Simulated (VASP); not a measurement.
The system is LiF (Griceite).

```
CELL_PARAMETERS angstrom
0.00000 2.05350 2.05350
2.05350 0.00000 2.05350
2.05350 2.05350 0.00000
ATOMIC_POSITIONS crystal
F 0.50000 0.50000 0.50000
Li 0.00000 0.00000 0.00000
```

Base run:

| Item | Value |
| --- | --- |
| Program | VASP 6.6.1 |
| Functional | r2SCAN |
| Potentials or basis | VASP PAW PBE potentials, release 64 (F, Li_sv) |
| Cutoff | 520 eV |
| k mesh | 11 × 11 × 11 |
| Occupations | fermi-dirac, width 0.05 eV |
| Spin | no spin polarisation |

Its results: band gap on the k mesh 9.73 eV, direct.

Task: The run is repeated on the same cell with these changes: functional from r2SCAN to PBE. What comes out?

Result: Band gap on the k mesh 8.59 eV, direct.

r2SCAN gives the wider gap, since meta-GGAs in the generalised Kohn-Sham scheme recover part of the derivative discontinuity.

A k mesh can miss the band edges.
